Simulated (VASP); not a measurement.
Set up this calculation in VASP 6.6.1, as the native input.

```yaml
Task: relaxation of cell and atoms
Functional: PBEsol
Potentials_or_basis: VASP PAW PBE potentials, release 64 (Be)
Cutoff: 600 eV
k_mesh: 10 × 10 × 6
Occupations: fermi-dirac, width 0.05 eV
Spin: no spin polarisation
Dipole_correction: no
Further_INCAR_settings: ALGO = Normal; EDIFF = 1e-06; IBRION = 2; EDIFFG = -0.03; NSW = 80; ISIF = 3
```

The structure of Be lies in POSCAR:

```
Be
1.0
    2.2853000000      0.0000000000      0.0000000000
   -1.1426500000      1.9791280000      0.0000000000
    0.0000000000      0.0000000000      3.5842000000
Be
2
Direct
    0.3333333333      0.6666666667      0.2500000000
    0.6666666667      0.3333333333      0.7500000000
```

These files were run (other wordings do the same):

INCAR

```
SYSTEM = Be
PREC = Accurate
ENCUT = 600
EDIFF = 1E-6
ISMEAR = -1
SIGMA = 0.05
LREAL = .False.
LASPH = .True.
NELM = 100
ALGO = Normal
ISIF = 3
LWAVE = .False.
LCHARG = .False.
GGA = PS
IBRION = 2
NSW = 80
EDIFFG = -0.03
```

KPOINTS

```
Automatic mesh
0
Gamma
  10 10 6
  0 0 0
```

Potentials or basis: VASP PAW PBE potentials, release 64 (Be).

Run with:

```sh
$ cat potpaw_PBE.64/Be/POTCAR > POTCAR
$ mpirun -np 1 vasp_std > vasp.out
```

It gave:

```
Relaxed volume                        : 7.89 Å³/atom
Relaxed cell                          : a = 2.273 Å, b = 2.273 Å, c = 3.525 Å, α = 90.00°, β = 90.00°, γ = 120.00°
Space group after relaxing (to 0.1 Å) : P6_3/mmc (No. 194)
Energy gained by relaxing             : 3.1 meV/atom
Ionic steps                           : 3
Pressure after relaxing               : 0.0 GPa
Band gap on the k mesh                : zero (bands 2 and 3 overlap by 0.77 eV)
```

Caveat: the PAW data sets were made with another functional, which shifts forces and pressure a little.

Run time: 8 s on 1 thread of Intel Xeon 8259CL, with other jobs on the host, peak memory 0.12 GiB.
